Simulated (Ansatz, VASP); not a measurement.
## Two plane-wave programs on Li2Se

```
Li Se
1.0
     0.00000    2.93230    2.93230
     2.93230    0.00000    2.93230
     2.93230    2.93230    0.00000
Li Se
2 1
Direct
  0.25000 0.25000 0.25000
  0.75000 0.75000 0.75000
  0.00000 0.00000 0.00000
```

Alike in both runs: task single point; functional r2SCAN; k mesh 8 × 8 × 8; occupations gaussian, width 0.02 eV; no spin polarisation.

|  | VASP | Ansatz |
| --- | --- | --- |
| version | VASP 6.6.1 | Ansatz 0.2.0 |
| potentials or method | VASP PAW PBE potentials, release 64 (Li_sv, Se), cutoff 830 eV | scalar-relativistic, plane waves, PAW |
| valence electrons in the cell | 12 | 22 |

VASP gave:

```
gap on the k mesh at the Fermi level (eV) : 3.41
least direct gap on the mesh (eV)         : 4.47
pressure (GPa)                            : 2.3
```

**Question.** Estimate Ansatz's values.

**Answer.** gap on the k mesh at the Fermi level (eV): 3.43; least direct gap on the mesh (eV): 4.39; pressure (GPa): 2.4.

VASP's potentials were made for PBE, not for r2SCAN. VASP's potentials hold 12 valence electrons a cell and Ansatz's 22, so a difference there can come from the potentials and not from the codes.
